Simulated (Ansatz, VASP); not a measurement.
# One calculation of HfO2, two programs

File INCAR:

```
SYSTEM = HfO2
  ALGO = Normal
  EDIFF = 1E-7
  ENCUT = 520
  GGA = PS
  ISIF = 2
  ISMEAR = 0
  LASPH = .True.
  LCHARG = .False.
  LREAL = .False.
  LWAVE = .False.
  NBANDS = 31
  NELM = 80
  PREC = Accurate
  SIGMA = 0.05
```

File KPOINTS:

```
k-points
0
Gamma
  6 6 8
  0 0 0
```

File POSCAR:

```
HfO2
1.0
    4.7501094231      0.0000000000      0.0000000000
    0.0000000000      4.7501094231      0.0000000000
    0.0000000000      0.0000000000      3.1565728427
Hf O
2 4
Direct
    0.0000000000      0.0000000000      0.0000000000
    0.5000000000      0.5000000000      0.5000000000
    0.1949828631      0.8050171369      0.5000000000
    0.3050171369      0.3050171369      0.0000000000
    0.6949828631      0.6949828631      0.0000000000
    0.8050171369      0.1949828631      0.5000000000
```

Input for Ansatz:

```yaml
crystal:
  lattice:
    - [4.7501094231, 0.0, 0.0]
    - [0.0, 4.7501094231, 0.0]
    - [0.0, 0.0, 3.1565728427]
  atoms:
    - { symbol: Hf, position: [0.0, 0.0, 0.0] }
    - { symbol: Hf, position: [0.5, 0.5, 0.5] }
    - { symbol: O, position: [0.1949828631, 0.8050171369, 0.5] }
    - { symbol: O, position: [0.3050171369, 0.3050171369, 0.0] }
    - { symbol: O, position: [0.6949828631, 0.6949828631, 0.0] }
    - { symbol: O, position: [0.8050171369, 0.1949828631, 0.5] }
basis:
  ecutwfc: "500 eV"
  xc_grid: 2
kpoints:
  mp_grid: { grid: [6, 6, 8] }
hamiltonian:
  xc: pbesol
  pseudopotentials: { kind: paw, azcp: { folder: soft_1 } }
scf:
  occupations: { method: gaussian, width: 0.05 }
output:
  forces: true
  eigenvalues: true
  stress: true
```

Alike in both runs: task single point; functional PBEsol; k mesh 6 × 6 × 8; occupations gaussian, width 0.05 eV; no spin polarisation.

|  | VASP | Ansatz |
| --- | --- | --- |
| version | VASP 6.6.1 | Ansatz 0.2.0 |
| potentials or method | VASP PAW PBE potentials, release 64 (Hf_pv, O), cutoff 520 eV | scalar-relativistic, plane waves, PAW |
| valence electrons in the cell | 44 | 76 |

```tsv
	VASP	Ansatz	Ansatz less VASP
gap on the k mesh at the Fermi level (eV)	4.03	4.08	+0.056
pressure (GPa)	9.9	12.9	+2.99
traceless stress, the component that is largest in VASP (GPa)	1.91	2.34	+0.437
rms of the force components (eV/Å)	0.059	0.084	+0.0241
```

VASP's potentials were made for PBE, not for PBEsol, and Ansatz warns of the same on its side. Atom by atom the forces differ by 0.024 eV/Å (rms over components). With one functional, cell and mesh, what is left measures potentials, basis and numerics. VASP's potentials hold 44 valence electrons a cell and Ansatz's 76, so a difference there can come from the potentials and not from the codes.

Neither program's run includes spin-orbit coupling.
